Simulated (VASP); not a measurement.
Here is a VASP 6.6.1 calculation.

The input POSCAR:

```
MgF2
1.0
    4.6220159946      0.0000000000      0.0000000000
    0.0000000000      4.6220159946      0.0000000000
    0.0000000000      0.0000000000      3.1679562299
Mg F
2 4
Direct
    0.0000000000      0.0000000000      0.0000000000
    0.5000000000      0.5000000000      0.5000000000
    0.3043218350      0.3043218350      0.0000000000
    0.1956781650      0.8043218350      0.5000000000
    0.8043218350      0.1956781650      0.5000000000
    0.6956781650      0.6956781650      0.0000000000
```

INCAR.step1

```
SYSTEM = MgF2
PREC = Accurate
ENCUT = 920
ISMEAR = 0
SIGMA = 0.01
LREAL = .FALSE.
LASPH = .TRUE.
NELM = 120
NBANDS = 33
GGA = PE
ALGO = Normal
EDIFF = 1E-5
LWAVE = .TRUE.
LCHARG = .FALSE.
GGA_COMPAT = .FALSE.
```

Contents of INCAR.step2:

```
SYSTEM = MgF2
PREC = Accurate
ENCUT = 920
EDIFF = 1E-6
ISMEAR = 0
SIGMA = 0.01
LREAL = .FALSE.
LASPH = .TRUE.
NELM = 120
ALGO = Normal
ISIF = 2
LWAVE = .FALSE.
LCHARG = .FALSE.
METAGGA = R2SCAN
LMIXTAU = .TRUE.
NBANDS = 33
ISTART = 1
GGA_COMPAT = .FALSE.
```

Contents of KPOINTS:

```
regular mesh
0
G
  6 6 8
  0 0 0
```

Potentials or basis: VASP PAW PBE potentials, release 64 (Mg_sv, F).

The run is started by

```sh
$ cat potpaw_PBE.64/Mg_sv/POTCAR potpaw_PBE.64/F/POTCAR > POTCAR
$ cp INCAR.step1 INCAR
$ mpirun -np 1 vasp_std > vasp.out
$ cp INCAR.step2 INCAR
$ mpirun -np 1 vasp_std > vasp.out
```

(1) What does it give for the band gap on the k mesh?

(2) What does it give for the pressure?

Answers

(1) 7.74 eV.

(2) -3.8 GPa.

Caveat: the cell differs from its parent crystal (uniaxial z strain +4.0%); the cell stands under tension; the structure was generated, so it needn't be the stable form of MgF2; the PAW data sets were made with another functional, which shifts forces and pressure a little.
